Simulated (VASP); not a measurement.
# MoI4 (Im-3m) in VASP: single point with PBE

Aim: the single point of MoI4 with PBE.

Everything below comes from runs of VASP 6.6.1. Logs are shortened: lines on timing, memory, paths and dates and some standing lists are left out, and cuts for length are marked.

## 1. The cell of the first run

It takes space group Im-3m (No. 229, cubic). The conventional cell has a = 7.265 Å, b = 7.265 Å, c = 7.265 Å, α = 90.00°, β = 90.00°, γ = 90.00°. Mo (site symmetry m-3m) has 8 I at 3.15 Å within 4.1 Å. Within 4.1 Å of I (site symmetry -3m) lie 2 Mo at 3.15 Å and 6 I at 3.63 Å.

## 2. Single point, PBE, collinear spin, ferromagnetic start

The input, INCAR:

```
PREC = Accurate
ENCUT = 520
EDIFF = 1E-7
ISMEAR = 0
SIGMA = 0.1
LREAL = F
LASPH = T
NELM = 150
ALGO = Normal
ISIF = 2
LWAVE = F
LCHARG = F
ISPIN = 2
MAGMOM = 1 0 0 0 0
LORBIT = 11
LMAXMIX = 4
GGA = PE
NBANDS = 33
```

The input, KPOINTS:

```
regular mesh
0
Gamma
  4 4 4
```

The input, POSCAR:

```
MoI4
1.0
   -3.6326244700      3.6326244700      3.6326244700
    3.6326244700     -3.6326244700      3.6326244700
    3.6326244700      3.6326244700     -3.6326244700
Mo I
1 4
Direct
    0.0000000000      0.0000000000      0.0000000000
    0.5000000000      0.5000000000      0.5000000000
    0.5000000000      0.0000000000      0.0000000000
    0.0000000000      0.0000000000      0.5000000000
    0.0000000000      0.5000000000      0.0000000000
```

Potentials or basis: VASP PAW PBE potentials, release 64 (Mo_sv, I).

On the command line:

```console
cat potpaw_PBE.64/Mo_sv/POTCAR potpaw_PBE.64/I/POTCAR > POTCAR
mpirun -np 1 vasp_std > vasp.out
```

OUTCAR:

```text
PREC = Accurate
   ENCUT = 520
   EDIFF = 1E-7
   ISMEAR = 0
   LREAL = F
   LASPH = T
   NELM = 150
   ISIF = 2
   ISPIN = 2
   LORBIT = 11
   GGA = PE

 ion  position               nearest neighbor table
   1  0.000  0.000  0.000-   2 3.15   3 3.15   4 3.15   5 3.15   4 3.15   5 3.15   3 3.15   2 3.15

   2  0.500  0.500  0.500-   1 3.15   1 3.15
   3  0.500  0.000  0.000-   1 3.15   1 3.15
   4  0.000  0.000  0.500-   1 3.15   1 3.15
   5  0.000  0.500  0.000-   1 3.15   1 3.15

  LATTYP: Found a body centered cubic cell.
 ALAT       =     7.2652489400

  Lattice vectors:

 A1 = (  -3.6326244700,   3.6326244700,   3.6326244700)
 A2 = (   3.6326244700,  -3.6326244700,   3.6326244700)
 A3 = (   3.6326244700,   3.6326244700,  -3.6326244700)

Analysis of symmetry for initial positions (statically):
=====================================================================
 Subroutine PRICEL returns:
 Original cell was already a primitive cell.

 Routine SETGRP: Setting up the symmetry group for a
 body centered cubic supercell.

 Subroutine GETGRP returns: Found 48 space group operations
 (whereof 48 operations were pure point group operations)
 out of a pool of 48 trial point group operations.

The static configuration has the point symmetry O_h .

Analysis of symmetry for dynamics (positions and initial velocities):
=====================================================================
 Subroutine PRICEL returns:
 Original cell was already a primitive cell.

 Routine SETGRP: Setting up the symmetry group for a
 body centered cubic supercell.

 Subroutine GETGRP returns: Found 48 space group operations
 (whereof 48 operations were pure point group operations)
 out of a pool of 48 trial point group operations.

The dynamic configuration has the point symmetry O_h .

Analysis of structural, dynamic, and magnetic symmetry:
=====================================================================
 Subroutine PRICEL returns:
 Original cell was already a primitive cell.

 Routine SETGRP: Setting up the symmetry group for a
 body centered cubic supercell.

 Subroutine GETGRP returns: Found 48 space group operations
 (whereof 48 operations were pure point group operations)
 out of a pool of 48 trial point group operations.

The overall configuration has the point symmetry O_h .

 Subroutine INISYM returns: Found 48 space group operations
 (whereof 48 operations are pure point group operations),
 and found     1 'primitive' translations

----------------------------------------------------------------------------------------

                                     Primitive cell

  volume of cell :     191.7439

  direct lattice vectors                    reciprocal lattice vectors
    -3.632624470  3.632624470  3.632624470     0.000000000  0.137641533  0.137641533
     3.632624470 -3.632624470  3.632624470     0.137641533  0.000000000  0.137641533
     3.632624470  3.632624470 -3.632624470     0.137641533  0.137641533  0.000000000

  length of vectors
     6.291890147  6.291890147  6.291890147     0.194654522  0.194654522  0.194654522

  position of ions in fractional coordinates (direct lattice)
     0.000000000  0.000000000  0.000000000
     0.500000000  0.500000000  0.500000000
     0.500000000  0.000000000  0.000000000
     0.000000000  0.000000000  0.500000000
     0.000000000  0.500000000  0.000000000

  ion indices of the primitive-cell ions
   primitive index   ion index
                 1           1
                 2           2
                 3           3
                 4           4
                 5           5

----------------------------------------------------------------------------------------

 KPOINTS: regular mesh

Automatic generation of k-mesh.
 Grid dimensions read from file:
 generate k-points for:    4    4    4

 Generating k-lattice:

  Cartesian coordinates                     Fractional coordinates (reciprocal lattice)
     0.000000000  0.034410383  0.034410383     0.250000000  0.000000000  0.000000000
     0.034410383  0.000000000  0.034410383     0.000000000  0.250000000  0.000000000
     0.034410383  0.034410383  0.000000000     0.000000000  0.000000000  0.250000000

  Length of vectors
     0.048663631  0.048663631  0.048663631

  Shift w.r.t. Gamma in fractional coordinates (k-lattice)
     0.000000000  0.000000000  0.000000000

 Subroutine IBZKPT returns following result:
 ===========================================

 Found      8 irreducible k-points:

 Following reciprocal coordinates:
            Coordinates               Weight
  0.000000  0.000000  0.000000      1.000000
  0.250000  0.000000  0.000000     12.000000
  0.500000  0.000000  0.000000      6.000000
  0.250000  0.250000  0.000000     24.000000
  0.250000  0.250000  0.250000      2.000000
 -0.250000  0.250000  0.250000      6.000000
  0.500000  0.500000  0.250000     12.000000
  0.500000  0.500000  0.500000      1.000000
   k-points           NKPTS =      8   k-points in BZ     NKDIM =      8   number of bands    NBANDS=     33
   number of dos      NEDOS =    301   number of ions     NIONS =      5
   total plane-waves  NPLWV = 110592
   dimension x,y,z NGX =    48 NGY =   48 NGZ =   48
   dimension x,y,z NGXF=    96 NGYF=   96 NGZF=   96
   ions per type =               1   4
   NGX,Y,Z   is equivalent  to a cutoff of  12.68, 12.68, 12.68 a.u.
   NGXF,Y,Z  is equivalent  to a cutoff of  25.37, 25.37, 25.37 a.u.
 SYSTEM =  unknown system
   PREC   = accura    normal or accurate (medium, high low for compatibility)
   ISTART =      0    job   : 0-new  1-cont  2-samecut
   ICHARG =      2    charge: 1-file 2-atom 10-const
   ISPIN  =      2    spin polarized calculation?
   LNONCOLLINEAR =      F non collinear calculations
   LSORBIT =      F    spin-orbit coupling
   LASPH  =      T    aspherical Exc in radial PAW
   ENCUT  =  520.0 eV  38.22 Ry    6.18 a.u.  11.70 11.70 11.70*2*pi/ulx,y,z
   NELM   =    150;   NELMIN=  2; NELMDL= -5     # of ELM steps
   EDIFF  = 0.1E-06   stopping-criterion for ELM
   LREAL  =      F    real-space projection
   EDIFFG = 0.1E-05   stopping-criterion for IOM
   NSW    =      0    number of steps for IOM
   IBRION =     -1    ionic relax: 0-MD 1-quasi-New 2-CG
   NFREE  =      0    steps in history (QN), initial steepest desc. (CG)
   ISIF   =      2    stress and relaxation
   ISYM   =      2    0-nonsym 1-usesym 2-fastsym
   POTIM  = 0.5000    time-step for ionic-motion
   TEBEG  =    0.0;   TEEND  =   0.0 temperature during run
   PSTRESS=    0.0 pullay stress
   NELECT =      42.0000    total number of electrons
   NUPDOWN=      -1.0000    fix difference up-down
   EMIN   =  10.00;   EMAX   =-10.00  energy-range for DOS
   EFERMI =   0.00;   METHOD = LEGACY
   ISMEAR =     0;   SIGMA  =   0.10  broadening in eV -4-tet -1-fermi 0-gaus
   EFERMI_NEDOS =   21; number of points for ismear=-14 and -15
   IALGO  =     38    algorithm
   IMIX   =      4    mixing-type and parameters
     AMIX     =   0.40;   BMIX     =  1.00
     AMIX_MAG =   1.60;   BMIX_MAG =  1.00
  volume/ion in A,a.u.               =      38.35       258.79
  Fermi-wavevector in a.u.,A,eV,Ry     =   0.986849  1.864874 13.250322  0.973871
  Thomas-Fermi vector in A             =   2.118260
   LORBIT       =     11    0 simple, 1 ext, 2 COOP (PROOUT), +10 PAW based schemes
   GGA     = PE    functional components
   LHFCALC =     F    Hartree Fock is set to
   AEXX    =    0.0000 exact exchange contribution
   IVDW    =     0    specifies the selected vdW correction
   LEPSILON=     F    determine dielectric tensor
   LRPA    =     F    only Hartree local field effects (RPA)
 spin polarized calculation
 Gauss-broadening in eV      SIGMA  =   0.10
  energy-cutoff  :      520.00
  volume of cell :      191.74
 maximum number of plane-waves:      5233
 NGX is ok and might be reduce to    48
   NGX = 23   NGY = 23   NGZ = 23

 number of electron      41.9999997 magnetization       2.8045076

 Free energy of the ion-electron system (eV)
  ---------------------------------------------------
  ext. energy  EPLUGINS =         0.00000000
  ---------------------------------------------------
  free energy    TOTEN  =       -14.62748574 eV

  energy without entropy =      -14.60677991  energy(sigma->0) =      -14.61713282

 E-fermi :   3.5633     XC(G=0):  -8.3921

 val. band max:        3.5537243135   @ k =   0.2500   0.2500   0.2500
 cond. band min:       3.5697595116   @ k =   0.5000   0.0000   0.0000
 fundamental gap:      0.0160351981
 Fermi energy:         3.5633153901

 spin component 1

 k-point     1 :       0.0000    0.0000    0.0000
  band No.  band energies     occupation
      1     -58.5917      1.00000
      2     -32.7460      1.00000
      3     -32.7460      1.00000
      4     -32.7460      1.00000
      5      -9.5111      1.00000
      6      -8.2830      1.00000
[... 277 lines left out ...]
     32      10.4892      0.00000
     33      10.7108      0.00000
 Fermi energy:         3.5633153901

 spin component 2

 k-point     1 :       0.0000    0.0000    0.0000
  band No.  band energies     occupation
      1     -56.6506      1.00000
      2     -30.5938      1.00000
      3     -30.5938      1.00000
      4     -30.5938      1.00000
      5      -9.5999      1.00000
      6      -8.3975      1.00000
[... 277 lines left out ...]
     32      10.6999      0.00000
     33      10.8009      0.00000

------------------------ aborting loop because EDIFF is reached ----------------------------------------

  FORCE on cell =-STRESS in cart. coord.  units (eV):
  Direction    XX          YY          ZZ          XY          YZ          ZX
  --------------------------------------------------------------------------------------
  -------------------------------------------------------------------------------------
  Total       -1.7322802     -1.7322802     -1.7322802     -0.0000000     -0.0000000     -0.0000000
  in kB      -14.4746216    -14.4746216    -14.4746216     -0.0000000     -0.0000000     -0.0000000
  external PRESSURE =     -14.4746216 kB  Pullay stress =       0.0000000 kB

 VOLUME and BASIS-vectors are now :
 -----------------------------------------------------------------------------
  energy-cutoff  :      520.00
  volume of cell :      191.74
      direct lattice vectors                 reciprocal lattice vectors
    -3.632624470  3.632624470  3.632624470     0.000000000  0.137641533  0.137641533
     3.632624470 -3.632624470  3.632624470     0.137641533  0.000000000  0.137641533
     3.632624470  3.632624470 -3.632624470     0.137641533  0.137641533  0.000000000

 POSITION                                       TOTAL-FORCE (eV/Angst)
 -----------------------------------------------------------------------------------
      0.00000      0.00000      0.00000        -0.000000     -0.000000      0.000000
      1.81631      1.81631      1.81631        -0.000000      0.000000      0.000000
     -1.81631      1.81631      1.81631         0.000000     -0.000000     -0.000000
      1.81631      1.81631     -1.81631        -0.000000      0.000000      0.000000
      1.81631     -1.81631      1.81631         0.000000     -0.000000      0.000000
 -----------------------------------------------------------------------------------
    total drift:                                0.000000      0.000000     -0.000000

  FREE ENERGIE OF THE ION-ELECTRON SYSTEM (eV)
  ---------------------------------------------------
  free  energy   TOTEN  =       -14.6274857394 eV

  energy  without entropy=      -14.6067799082  energy(sigma->0) =      -14.61713282

 total charge

# of ion       s       p       d       tot
------------------------------------------
    1        2.166   6.026   3.755  11.947
    2        1.532   2.678   0.020   4.230
    3        1.532   2.678   0.020   4.230
    4        1.532   2.678   0.020   4.230
    5        1.532   2.678   0.020   4.230
--------------------------------------------------
tot          8.293  16.737   3.837  28.866

 magnetization (x)

# of ion       s       p       d       tot
------------------------------------------
    1        0.052   0.022   2.875   2.948
    2        0.002  -0.130   0.005  -0.124
    3        0.002  -0.130   0.005  -0.124
    4        0.002  -0.130   0.005  -0.124
    5        0.002  -0.130   0.005  -0.124
--------------------------------------------------
tot          0.058  -0.500   2.894   2.453
```

Wall time 3.2 min (1 thread of AMD EPYC 7R43 (Zen 3), shared host); peak memory 0.4 GiB.

What came out:

| Quantity | Value |
| --- | --- |
| Free energy | -14.6275 eV |
| Pressure | -1.4 GPa |
| Net moment | 2.80 μB per cell |
| Site moments | Mo +2.95; I -0.12 μB |
| Valence electrons inside the program's atomic spheres | Mo 11.95; I 4.23 |

Levels at points of the mesh, in eV from the Fermi level:
Spin up:
| k point | band 19 | band 20 | band 21 | band 22 | band 23 | band 24 | band 25 | band 26 |
| --- | --- | --- | --- | --- | --- | --- | --- | --- |
| (0.00, 0.00, 0.00) | -1.14 | -0.50 | -0.50 | -0.50 | -0.02 | 0.43 | 0.72 | 0.72 |
| (0.50, 0.00, 0.00) | -1.02 | -0.90 | -0.80 | -0.72 | -0.22 | 0.01 | 1.61 | 4.09 |
| (0.50, 0.50, 0.50) | -0.93 | 0.25 | 0.25 | 0.25 | 1.70 | 1.70 | 1.70 | 4.05 |
Spin down:
```
           k point  band 15  band 16  band 17  band 18  band 19  band 20  band 21  band 22  band 23  band 24
(0.00, 0.00, 0.00)    -0.60    -0.60    -0.60    -0.23     0.62     0.62     0.68     0.68     0.78     0.78
(0.50, 0.00, 0.00)    -2.31    -2.25    -1.59    -1.50    -0.21    -0.10     0.88     0.94     1.34     1.42
(0.50, 0.50, 0.50)    -0.79    -0.79    -0.79     0.15     0.15     0.15     1.55     1.55     2.92     2.92
```

Caveat: spin-orbit coupling is left out, which moves the levels of the heavy elements.
